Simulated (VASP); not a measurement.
Set up this calculation in VASP 6.6.1, as the native input.

- Task: single point
- Functional: PBEsol
- Potentials or basis: VASP PAW PBE potentials, release 64 (Si, C)
- Cutoff: 520 eV
- k mesh: 12 × 12 × 4
- Occupations: gaussian, width 0.05 eV
- Spin: no spin polarisation
- Dipole correction: no
- Further INCAR settings: ALGO = Normal; EDIFF = 1e-06; NBANDS = 26

The structure of SiC lies in POSCAR:

```
SiC
1.0
    3.2217000000      0.0000000000      0.0000000000
   -1.6108500000      2.7900740434      0.0000000000
    0.0000000000      0.0000000000     10.6132000000
Si C
4 4
Direct
    0.6666666667      0.3333333333      0.9378278494
    0.3333333333      0.6666666667      0.4378278494
    0.0000000000      0.0000000000      0.6878973398
    0.0000000000      0.0000000000      0.1878973398
    0.6666666667      0.3333333333      0.7498191768
    0.3333333333      0.6666666667      0.2498191768
    0.0000000000      0.0000000000      0.5004546340
    0.0000000000      0.0000000000      0.0004546340
```

These files were run (other wordings do the same):

INCAR

```
SYSTEM = SiC
ALGO = Normal
EDIFF = 1E-6
ENCUT = 520
GGA = PS
ISIF = 2
ISMEAR = 0
LASPH = .TRUE.
LCHARG = .FALSE.
LREAL = .FALSE.
LWAVE = .FALSE.
NBANDS = 26
NELM = 80
PREC = Accurate
SIGMA = 0.05
```

KPOINTS

```
k-points
0
G
  12 12 4
  0 0 0
```

Potentials or basis: VASP PAW PBE potentials, release 64 (Si, C).

The run is started by

```bash
$ cat potpaw_PBE.64/Si/POTCAR potpaw_PBE.64/C/POTCAR > POTCAR
$ mpirun -np 1 vasp_std > vasp.out
```

It gave:

```json
{
  "Pressure": "-23.7 GPa",
  "Largest force": "0.028 eV/Å",
  "Band gap on the k mesh": "2.03 eV (least direct gap 3.13 eV)"
}
```

Caveat: the cell stands under tension; the PAW data sets were made with another functional, which shifts forces and pressure a little.

It took 3.3 min on 1 thread of Intel Xeon 8259CL, with other jobs on the host, peak memory 0.26 GiB.
